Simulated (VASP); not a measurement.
TiO:

```
Ti O
1.0
     4.08667    0.00000    0.00000
     0.00000    4.08667    0.00000
     0.00000    0.00000    4.08667
Ti O
3 3
Direct
  0.50000 0.50000 0.00000
  0.00000 0.50000 0.50000
  0.50000 0.00000 0.50000
  0.00000 0.50000 0.00000
  0.50000 0.00000 0.00000
  0.00000 0.00000 0.50000
```

```yaml
Program: VASP 6.6.1
Task: relaxation of cell and atoms
Functional: r2SCAN
Potentials_or_basis: VASP PAW PBE potentials, release 64 (Ti_sv, O)
Cutoff: 600 eV
k_mesh: 10 × 10 × 10
Occupations: gaussian, width 0.1 eV
Spin: no spin polarisation
```

At the start: pressure -3.8 GPa; volume 11.38 Å³/atom.

Question: Where does the relaxation end?

Answer: Over 3 steps the energy falls by 2.4 meV/atom and the volume is 11.18 Å³/atom (-1.7 %); space group Pm-3m (No. 221, to 0.1 Å) before and after.

Step by step:
```
step  energy change (eV)  largest force (eV/Å)  pressure (GPa)  volume (Å³)
   1              0.0000                0.0000           -3.75        68.25
   2              0.0070                0.0000            4.92        65.65
   3             -0.0142                0.0000           -0.01        67.06
```

Final structure:
```
CELL_PARAMETERS angstrom
4.06286 0.00000 0.00000
0.00000 4.06286 0.00000
0.00000 0.00000 4.06286
ATOMIC_POSITIONS crystal
Ti 0.50000 0.50000 0.00000
Ti 0.00000 0.50000 0.50000
Ti 0.50000 0.00000 0.50000
O 0.00000 0.50000 0.00000
O 0.50000 0.00000 0.00000
O 0.00000 0.00000 0.50000
```

Caveat: the PAW data sets were made with another functional, which shifts forces and pressure a little.
